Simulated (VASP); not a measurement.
Wanted: the native input for a VASP 6.6.1 run.

- Task: relaxation of cell and atoms
- Functional: PBEsol
- Potentials or basis: VASP PAW PBE potentials, release 64 (Al, Cu)
- Cutoff: 600 eV
- k mesh: 14 × 14 × 14
- Occupations: gaussian, width 0.1 eV
- Spin: no spin polarisation
- Dipole correction: no
- Further INCAR settings: ALGO = Fast; EDIFF = 1e-06; IBRION = 2; EDIFFG = -0.005; NSW = 70; ISIF = 3

The structure of Al2Cu lies in POSCAR:

```
Al2Cu
1.0
   -2.0446280084      2.0446280084      2.8912313631
    2.0446280084     -2.0446280084      2.8912313631
    2.0446280084      2.0446280084     -2.8912313631
Al Cu
2 1
Direct
    0.7500000000      0.2500000000      0.5000000000
    0.2500000000      0.7500000000      0.5000000000
    0.5000000000      0.5000000000      0.0000000000
```

One way to write it, as run:

INCAR

```
SYSTEM = Al2Cu
ALGO = Fast ; EDIFF = 1E-6
EDIFFG = -0.005 ; ENCUT = 600
GGA = PS ; IBRION = 2
ISIF = 3 ; ISMEAR = 0
LASPH = .TRUE. ; LCHARG = .FALSE.
LREAL = .FALSE. ; LWAVE = .FALSE.
NELM = 100 ; NSW = 70
PREC = Accurate ; SIGMA = 0.1
```

KPOINTS

```
k-points
0
G
  14 14 14
  0 0 0
```

Potentials or basis: VASP PAW PBE potentials, release 64 (Al, Cu).

The run is started by

```console
$ cat potpaw_PBE.64/Al/POTCAR potpaw_PBE.64/Cu/POTCAR > POTCAR
$ mpirun -np 1 vasp_std > vasp.out
```

Results of the run:

```
Relaxed volume                         : 15.69 Å³/atom
Relaxed cell                           : a = 4.053 Å, b = 4.053 Å, c = 4.053 Å, α = 120.00°, β = 120.00°, γ = 90.00°
Space group after relaxing (to 0.05 Å) : Fm-3m (No. 225)
Energy gained by relaxing              : 3.6 meV/atom
Ionic steps                            : 7
Pressure after relaxing                : 0.0 GPa
```

Caveat: the PAW data sets were made with another functional, which shifts forces and pressure a little.

Wall time 14 min on 1 thread of Intel Xeon 6975P-C, on a shared host, peak memory 0.37 GiB.
